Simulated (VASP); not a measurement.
# Se (I4_1/amd) in VASP: notebook

The runs below take Se through single point, with LDA.

All numbers are computed with VASP 6.6.1; they aren't measurements. Logs are shortened: lines on timing, memory, paths and dates and some standing lists are left out, and cuts for length are marked.

## (1) The cell of the first run

The structure is tetragonal, space group I4_1/amd (No. 141). Conventional cell: a = 4.802 Å, b = 4.802 Å, c = 5.297 Å, α = 90.00°, β = 90.00°, γ = 90.00°. Se (site symmetry -4m2) has 4 Se at 2.74 Å within 3.6 Å.

## (2) Single point, LDA

The input, INCAR:

```
PREC     = Accurate       # precision mode
ENCUT    = 520            # plane-wave cutoff, eV
EDIFF    = 1E-7           # SCF threshold, eV
ISMEAR   = 0              # smearing method
SIGMA    = 0.15           # smearing width, eV
LREAL    = F              # projectors in reciprocal space
LASPH    = T              # aspherical terms in the spheres
NELM     = 80             # most SCF steps
ALGO     = Normal         # electronic algorithm
ISIF     = 2              # what is computed and relaxed
LWAVE    = F              # write WAVECAR
LCHARG   = F              # write CHGCAR
GGA      = CA             # functional
NBANDS   = 13             # bands
```

The input, KPOINTS:

```
regular mesh
0
Gamma
  14 14 14
```

The input, POSCAR:

```
Se
1.0
    0.0000000000      3.3954490566      2.6484502642
    3.3954490566      0.0000000000      2.6484502642
    3.3954490566      3.3954490566      0.0000000000
Se
2
Direct
    0.5000000000      0.5000000000      0.5000000000
    0.7500000000      0.7500000000      0.7500000000
```

Potentials or basis: VASP PAW LDA potentials, release 64 (Se).

Started as:

```console
cat potpaw_LDA.64/Se/POTCAR > POTCAR
mpirun -np 1 vasp_std > vasp.out
```

OUTCAR:

```text
PREC = Accurate
   ENCUT = 520
   EDIFF = 1E-7
   ISMEAR = 0
   LREAL = F
   LASPH = T
   NELM = 80
   ISIF = 2
   GGA = CA

 ion  position               nearest neighbor table
   1  0.500  0.500  0.500-   2 2.74   2 2.74   2 2.74   2 2.74
   2  0.750  0.750  0.750-   1 2.74   1 2.74   1 2.74   1 2.74

  LATTYP: Found a body centered tetragonal cell.
 ALAT       =     4.8018901062
 C/A-ratio  =     1.1030865787

  Lattice vectors:

 A1 = (   0.0000000000,  -3.3954490566,  -2.6484502642)
 A2 = (   0.0000000000,   3.3954490566,  -2.6484502642)
 A3 = (   3.3954490566,   0.0000000000,   2.6484502642)

Analysis of symmetry for initial positions (statically):
=====================================================================
 Subroutine PRICEL returns:
 Original cell was already a primitive cell.

 Routine SETGRP: Setting up the symmetry group for a
 body centered tetragonal supercell.

 Subroutine GETGRP returns: Found 16 space group operations
 (whereof  8 operations were pure point group operations)
 out of a pool of 16 trial point group operations.

The static configuration has the point symmetry D_2d.
 The point group associated with its full space group is D_4h.

Analysis of symmetry for dynamics (positions and initial velocities):
=====================================================================
 Subroutine PRICEL returns:
 Original cell was already a primitive cell.

 Routine SETGRP: Setting up the symmetry group for a
 body centered tetragonal supercell.

 Subroutine GETGRP returns: Found 16 space group operations
 (whereof  8 operations were pure point group operations)
 out of a pool of 16 trial point group operations.

The dynamic configuration has the point symmetry D_2d.
 The point group associated with its full space group is D_4h.

 Subroutine INISYM returns: Found 16 space group operations
 (whereof  8 operations are pure point group operations),
 and found     1 'primitive' translations

----------------------------------------------------------------------------------------

                                     Primitive cell

  volume of cell :      61.0684

  direct lattice vectors                    reciprocal lattice vectors
     0.000000000  3.395449057  2.648450264    -0.147255927  0.147255927  0.188789651
     3.395449057  0.000000000  2.648450264     0.147255927 -0.147255927  0.188789651
     3.395449057  3.395449057  0.000000000     0.147255927  0.147255927 -0.188789651

  length of vectors
     4.306200541  4.306200541  4.801890106     0.281087439  0.281087439  0.281087439

  position of ions in fractional coordinates (direct lattice)
     0.500000000  0.500000000  0.500000000
     0.750000000  0.750000000  0.750000000

  ion indices of the primitive-cell ions
   primitive index   ion index
                 1           1
                 2           2

----------------------------------------------------------------------------------------

 KPOINTS: regular mesh

Automatic generation of k-mesh.
 Grid dimensions read from file:
 generate k-points for:   14   14   14

 Generating k-lattice:

  Cartesian coordinates                     Fractional coordinates (reciprocal lattice)
    -0.010518281  0.010518281  0.013484975     0.071428571  0.000000000  0.000000000
     0.010518281 -0.010518281  0.013484975     0.000000000  0.071428571  0.000000000
     0.010518281  0.010518281 -0.013484975     0.000000000  0.000000000  0.071428571

  Length of vectors
     0.020077674  0.020077674  0.020077674

  Shift w.r.t. Gamma in fractional coordinates (k-lattice)
     0.000000000  0.000000000  0.000000000

 Subroutine IBZKPT returns following result:
 ===========================================

 Found    244 irreducible k-points:

 Following reciprocal coordinates:
            Coordinates               Weight
  0.000000  0.000000  0.000000      1.000000
  0.071429  0.000000  0.000000      8.000000
  0.142857  0.000000  0.000000      8.000000
  0.214286  0.000000  0.000000      8.000000
  0.285714  0.000000  0.000000      8.000000
  0.357143  0.000000  0.000000      8.000000
[... 16 lines left out ...]
  0.214286  0.142857  0.000000      8.000000
  0.285714  0.142857  0.000000      8.000000
 [... further k-points ...]
   k-points           NKPTS =    244   k-points in BZ     NKDIM =    244   number of bands    NBANDS=     13
   number of dos      NEDOS =    301   number of ions     NIONS =      2
   total plane-waves  NPLWV =  36864
   dimension x,y,z NGX =    32 NGY =   32 NGZ =   36
   dimension x,y,z NGXF=    64 NGYF=   64 NGZF=   72
   ions per type =               2
   NGX,Y,Z   is equivalent  to a cutoff of  12.35, 12.35, 12.46 a.u.
   NGXF,Y,Z  is equivalent  to a cutoff of  24.71, 24.71, 24.93 a.u.
 SYSTEM =  unknown system
   PREC   = accura    normal or accurate (medium, high low for compatibility)
   ISTART =      0    job   : 0-new  1-cont  2-samecut
   ICHARG =      2    charge: 1-file 2-atom 10-const
   ISPIN  =      1    spin polarized calculation?
   LNONCOLLINEAR =      F non collinear calculations
   LSORBIT =      F    spin-orbit coupling
   LASPH  =      T    aspherical Exc in radial PAW
   ENCUT  =  520.0 eV  38.22 Ry    6.18 a.u.   8.01  8.01  8.93*2*pi/ulx,y,z
   NELM   =     80;   NELMIN=  2; NELMDL= -5     # of ELM steps
   EDIFF  = 0.1E-06   stopping-criterion for ELM
   LREAL  =      F    real-space projection
   EDIFFG = 0.1E-05   stopping-criterion for IOM
   NSW    =      0    number of steps for IOM
   IBRION =     -1    ionic relax: 0-MD 1-quasi-New 2-CG
   NFREE  =      0    steps in history (QN), initial steepest desc. (CG)
   ISIF   =      2    stress and relaxation
   ISYM   =      2    0-nonsym 1-usesym 2-fastsym
   POTIM  = 0.5000    time-step for ionic-motion
   TEBEG  =    0.0;   TEEND  =   0.0 temperature during run
   PSTRESS=    0.0 pullay stress
   NELECT =      12.0000    total number of electrons
   NUPDOWN=      -1.0000    fix difference up-down
   EMIN   =  10.00;   EMAX   =-10.00  energy-range for DOS
   EFERMI =   0.00;   METHOD = LEGACY
   ISMEAR =     0;   SIGMA  =   0.15  broadening in eV -4-tet -1-fermi 0-gaus
   EFERMI_NEDOS =   21; number of points for ismear=-14 and -15
   IALGO  =     38    algorithm
   IMIX   =      4    mixing-type and parameters
     AMIX     =   0.40;   BMIX     =  1.00
     AMIX_MAG =   1.60;   BMIX_MAG =  1.00
  volume/ion in A,a.u.               =      30.53       206.05
  Fermi-wavevector in a.u.,A,eV,Ry     =   0.951765  1.798575 12.324933  0.905857
  Thomas-Fermi vector in A             =   2.080266
   LORBIT       =      0    0 simple, 1 ext, 2 COOP (PROOUT), +10 PAW based schemes
   GGA     = CA    functional components
   LHFCALC =     F    Hartree Fock is set to
   AEXX    =    0.0000 exact exchange contribution
   IVDW    =     0    specifies the selected vdW correction
   LEPSILON=     F    determine dielectric tensor
   LRPA    =     F    only Hartree local field effects (RPA)
 non-spin polarized calculation
 Gauss-broadening in eV      SIGMA  =   0.15
  energy-cutoff  :      520.00
  volume of cell :       61.07
 maximum number of plane-waves:      1670
   NGX = 17   NGY = 17   NGZ = 17

 number of electron      11.9999998 magnetization

 Free energy of the ion-electron system (eV)
  ---------------------------------------------------
  ext. energy  EPLUGINS =         0.00000000
  ---------------------------------------------------
  free energy    TOTEN  =        -7.30315585 eV

  energy without entropy =       -7.28494261  energy(sigma->0) =       -7.29404923

 E-fermi :   2.1953     XC(G=0):  -8.7062

 val. band max:        2.1924114143   @ k =   0.1429   0.0000   0.0000
 cond. band min:       2.2020296322   @ k =  -0.1429   0.0000   0.0714
 fundamental gap:      0.0096182179
 Fermi energy:         2.1953011499

 k-point     1 :       0.0000    0.0000    0.0000
  band No.  band energies     occupation
      1     -13.0767      2.00000
      2      -8.0937      2.00000
      3      -1.5360      2.00000
      4      -1.5360      2.00000
      5      -0.2838      2.00000
      6       0.9509      2.00000
      7       2.0002      1.93418
      8       2.0002      1.93418
      9       6.4656      0.00000
     10       8.3567      0.00000
     11      10.5572      0.00000
     12      10.7245      0.00000
     13      10.7245      0.00000

 k-point     2 :       0.0714    0.0000    0.0000
  band No.  band energies     occupation
      1     -13.0420      2.00000
      2      -8.1742      2.00000
      3      -1.5900      2.00000
      4      -1.5270      2.00000
      5      -0.3519      2.00000
      6       0.9624      2.00000
      7       2.0554      1.81289
      8       2.0761      1.73884
      9       6.6598      0.00000
     10       8.3320      0.00000
     11      10.0489      0.00000
     12      10.9476      0.00000
     13      11.4052      0.00000

 k-point     3 :       0.1429    0.0000    0.0000
  band No.  band energies     occupation
      1     -12.9400      2.00000
      2      -8.3996      2.00000
      3      -1.7311      2.00000
      4      -1.5266      2.00000
      5      -0.5325      2.00000
      6       1.0293      2.00000
      7       2.1924      1.02174
      8       2.3077      0.28931
      9       7.1544      0.00000
     10       8.3350      0.00000
     11       9.6828      0.00000
     12      11.5427      0.00000
     13      12.2025      0.00000
[... 305 lines left out ...]
 k-point    23 :       0.2143    0.1429    0.0000
  band No.  band energies     occupation
      1     -12.7295      2.00000
      2      -8.6996      2.00000
      3      -2.1442      2.00000
      4      -2.1316      2.00000
      5       0.0468      2.00000
      6       0.2709      2.00000
      7       2.6928      0.00000
      8       2.7751      0.00000
      9       8.4987      0.00000
     10       8.9939      0.00000
     11      10.2232      0.00000
     12      11.6933      0.00000
     13      12.1508      0.00000

 k-point    24 :       0.2857    0.1429    0.0000
  band No.  band energies     occupation
      1     -12.5420      2.00000
      2      -9.0257      2.00000
      3      -2.3221      2.00000
      4      -2.3039      2.00000
      5      -0.0718      2.00000
      6       0.4013      2.00000
      7       2.8714      0.00000
      8       3.1772      0.00000
      9       9.1189      0.00000
     10       9.3387      0.00000
     11       9.7804      0.00000
     12      11.5910      0.00000
     13      12.9466      0.00000

 [... further k-points ...]
[... 5 lines left out ...]
  --------------------------------------------------------------------------------------
  -------------------------------------------------------------------------------------
  Total       -1.0421807     -1.0421807     -1.9558432      0.0000000      0.0000000      0.0000000
  in kB      -27.3424443    -27.3424443    -51.3131126      0.0000000      0.0000000      0.0000000
  external PRESSURE =     -35.3326671 kB  Pullay stress =       0.0000000 kB

 VOLUME and BASIS-vectors are now :
 -----------------------------------------------------------------------------
  energy-cutoff  :      520.00
  volume of cell :       61.07
      direct lattice vectors                 reciprocal lattice vectors
     0.000000000  3.395449057  2.648450264    -0.147255927  0.147255927  0.188789651
     3.395449057  0.000000000  2.648450264     0.147255927 -0.147255927  0.188789651
     3.395449057  3.395449057  0.000000000     0.147255927  0.147255927 -0.188789651

 POSITION                                       TOTAL-FORCE (eV/Angst)
 -----------------------------------------------------------------------------------
      3.39545      3.39545      2.64845        -0.000000     -0.000000      0.000000
      5.09317      5.09317      3.97268         0.000000      0.000000     -0.000000
 -----------------------------------------------------------------------------------
    total drift:                               -0.000000     -0.000000      0.000000

  FREE ENERGIE OF THE ION-ELECTRON SYSTEM (eV)
  ---------------------------------------------------
  free  energy   TOTEN  =        -7.3031558464 eV

  energy  without entropy=       -7.2849426115  energy(sigma->0) =       -7.29404923
```

Run time: 3.6 min. Hardware: 1 thread of AMD EPYC 7R43 (Zen 3), shared host; peak memory 0.24 GiB.

What came out:

```
Free energy            : -7.3032 eV
Pressure               : -3.5 GPa
Band gap on the k mesh : zero (band 6 reaches 2.49 eV, above the bottom of band 7 at 1.66 eV)
```

Levels at points of the mesh, in eV from the Fermi level:
```csv
k point,band 4,band 5,band 6,band 7,band 8,band 9
"(0.00, 0.00, 0.00)",-3.73,-2.48,-1.24,-0.20,-0.20,4.27
"(0.50, 0.00, 0.00)",-4.19,-3.46,0.16,0.41,1.46,6.81
"(0.50, 0.50, 0.00)",-5.43,-2.21,-2.21,2.51,2.51,6.56
"(0.50, 0.00, 0.50)",-4.38,-1.82,-1.82,1.61,1.61,5.56
```

## (3) Single point, LDA

This run uses another cell than the first one, of the same volume but with other edges.

The input, INCAR:

```
ALGO = Normal ; EDIFF = 1E-6
ENCUT = 520 ; ISIF = 2
ISMEAR = 0 ; LASPH = T
LCHARG = T ; LELF = T
LREAL = F ; LVHAR = T
LWAVE = F ; NBANDS = 13
NELM = 80 ; PREC = Accurate
SIGMA = 0.15
```

The input, KPOINTS:

```
k-points
0
Gamma
  14 14 14
```

The input, POSCAR:

```
Se
1.0
    0.0000000000      2.8638326477      3.7229824420
    2.8638326477      0.0000000000      3.7229824420
    2.8638326477      2.8638326477      0.0000000000
Se
2
Direct
    0.5000000000      0.5000000000      0.5000000000
    0.7500000000      0.7500000000      0.7500000000
```

Potentials or basis: VASP PAW LDA potentials, release 64 (Se).

Started as:

```console
cat potpaw_LDA.64/Se/POTCAR > POTCAR
mpirun -np 1 vasp_std > vasp.out
```

Wall time 3.7 min (1 thread of AMD EPYC 7R43 (Zen 3), shared host); peak memory 0.24 GiB.

The run converged. Its results:

```yaml
Free_energy: -7.3200 eV
Pressure: -4.1 GPa
Band_gap_on_the_k_mesh: zero (band 6 reaches 2.58 eV, above the bottom of band 7 at 1.28 eV)
```

Stress tensor (GPa, compression positive):
```
-4.79  0.00  0.00
 0.00 -4.79  0.00
 0.00  0.00 -2.74
```

Levels at points of the mesh, in eV from the Fermi level:
```
           k point  band 4  band 5  band 6  band 7  band 8  band 9
(0.00, 0.00, 0.00)   -2.66   -2.66   -0.91   -0.91    0.27    4.29
(0.50, 0.00, 0.00)   -4.24   -3.17    0.31    0.47    1.24    6.48
(0.50, 0.50, 0.00)   -3.95   -1.44   -1.44    1.77    1.77    5.31
(0.50, 0.00, 0.50)   -5.05   -2.26   -2.26    1.79    1.79    5.77
```

## (4) Single point, LDA

This run uses another cell than the first one, of the same volume but with other edges.

The input, INCAR:

```
ALGO     = Normal         # electronic algorithm
EDIFF    = 1E-6           # SCF threshold, eV
ENCUT    = 520            # plane-wave cutoff, eV
GGA      = CA             # functional
ISIF     = 2              # what is computed and relaxed
ISMEAR   = 0              # smearing method
LASPH    = T              # aspherical terms in the spheres
LCHARG   = F              # write CHGCAR
LREAL    = F              # projectors in reciprocal space
LWAVE    = F              # write WAVECAR
NBANDS   = 13             # bands
NELM     = 80             # most SCF steps
PREC     = Accurate       # precision mode
SIGMA    = 0.15           # smearing width, eV
```

KPOINTS is that of step 3.

The input, POSCAR:

```
Se
1.0
    0.0000000000      3.2136566715      2.9565641378
    3.2136566715      0.0000000000      2.9565641378
    3.2136566715      3.2136566715      0.0000000000
Se
2
Direct
    0.5000000000      0.5000000000      0.5000000000
    0.7500000000      0.7500000000      0.7500000000
```

Potentials or basis: VASP PAW LDA potentials, release 64 (Se).

Started as:

```console
cat potpaw_LDA.64/Se/POTCAR > POTCAR
mpirun -np 1 vasp_std > vasp.out
```

OUTCAR:

```text
EDIFF = 1E-6
   ENCUT = 520
   GGA = CA
   ISIF = 2
   ISMEAR = 0
   LASPH = T
   LREAL = F
   NELM = 80
   PREC = Accurate

 ion  position               nearest neighbor table
   1  0.500  0.500  0.500-   2 2.71   2 2.71   2 2.71   2 2.71
   2  0.750  0.750  0.750-   1 2.71   1 2.71   1 2.71   1 2.71

  LATTYP: Found a body centered tetragonal cell.
 ALAT       =     4.5447968496
 C/A-ratio  =     1.3010764774

  Lattice vectors:

 A1 = (   0.0000000000,  -3.2136566715,  -2.9565641378)
[... 563 lines left out ...]
      8       2.9783      0.00000
      9       8.4425      0.00000
     10       8.5410      0.00000
     11       9.8807      0.00000
     12      11.7058      0.00000
     13      13.3756      0.00000

 [... further k-points ...]
[... 5 lines left out ...]
  --------------------------------------------------------------------------------------
  -------------------------------------------------------------------------------------
  Total       -0.5498123     -0.5498123     -1.0367198      0.0000000      0.0000000      0.0000000
  in kB      -14.4247651    -14.4247651    -27.1991754      0.0000000      0.0000000      0.0000000
  external PRESSURE =     -18.6829019 kB  Pullay stress =       0.0000000 kB

 VOLUME and BASIS-vectors are now :
 -----------------------------------------------------------------------------
  energy-cutoff  :      520.00
  volume of cell :       61.07
      direct lattice vectors                 reciprocal lattice vectors
     0.000000000  3.213656671  2.956564138    -0.155586004  0.155586004  0.169115222
     3.213656671  0.000000000  2.956564138     0.155586004 -0.155586004  0.169115222
     3.213656671  3.213656671  0.000000000     0.155586004  0.155586004 -0.169115222

 POSITION                                       TOTAL-FORCE (eV/Angst)
 -----------------------------------------------------------------------------------
      3.21366      3.21366      2.95656         0.000000      0.000000     -0.000000
      4.82049      4.82049      4.43485        -0.000000     -0.000000      0.000000
 -----------------------------------------------------------------------------------
    total drift:                               -0.000000     -0.000000      0.000000

  FREE ENERGIE OF THE ION-ELECTRON SYSTEM (eV)
  ---------------------------------------------------
  free  energy   TOTEN  =        -7.2199292930 eV

  energy  without entropy=       -7.2000188686  energy(sigma->0) =       -7.20997408
```

stdout:

```text
POSCAR found type information on POSCAR Se
 POSCAR found :  1 types and       2 ions
 scaLAPACK will be used
 LDA part: xc-table for (Slater(with rela. corr.)+CA(PZ))
 , standard interpolation
 POSCAR, INCAR and KPOINTS ok, starting setup
 FFT: planning ... GRIDC
 FFT: planning ... GRID_SOFT
 FFT: planning ... GRID
 WAVECAR not read
 entering main loop
```

Wall time 2.8 min (1 thread of AMD EPYC 7R43 (Zen 3), shared host); peak memory 0.24 GiB.

Results:

| Property | Result |
| --- | --- |
| Free energy | -7.2199 eV |
| Pressure | -1.9 GPa |
| Band gap on the k mesh | zero (band 6 reaches 2.54 eV, above the bottom of band 7 at 1.52 eV) |

Stress tensor (GPa, compression positive):
```
-1.44  0.00  0.00
 0.00 -1.44  0.00
 0.00  0.00 -2.72
```

Levels at points of the mesh, in eV from the Fermi level:
```
           k point  band 3  band 4  band 5  band 6  band 7  band 8  band 9  band 10
(0.00, 0.00, 0.00)   -3.63   -3.63   -3.15   -1.01   -0.64   -0.64    4.11     7.06
(0.50, 0.00, 0.00)   -4.40   -4.21   -3.97    0.28    0.33    1.74    6.66     6.69
(0.50, 0.50, 0.00)   -5.22   -5.22   -2.14   -2.14    2.37    2.37    6.28     6.28
(0.50, 0.00, 0.50)   -4.86   -4.86   -1.94   -1.94    2.13    2.13    5.92     5.92
```

## (5) Summary

| cell | gap on the mesh (eV) | pressure (GPa) |
| --- | --- | --- |
| a = 4.306, b = 4.306, c = 4.802 Å, angles 56.1, 56.1, 67.8°, 2 atoms | none | -3.5 |
| a = 4.697, b = 4.697, c = 4.050 Å, angles 64.5, 64.5, 51.1°, 2 atoms | none | -4.1 |
| a = 4.367, b = 4.367, c = 4.545 Å, angles 58.6, 58.6, 62.7°, 2 atoms | none | -1.9 |

Alike in all rows: task single point; level LDA; potentials or basis VASP PAW LDA potentials, release 64 (Se); no spin polarisation; k mesh 14 × 14 × 14; cutoff (eV) 520; smearing gaussian 0.15 eV.

Total energies depend on the potentials used, so only differences within one code and one set of settings carry meaning.
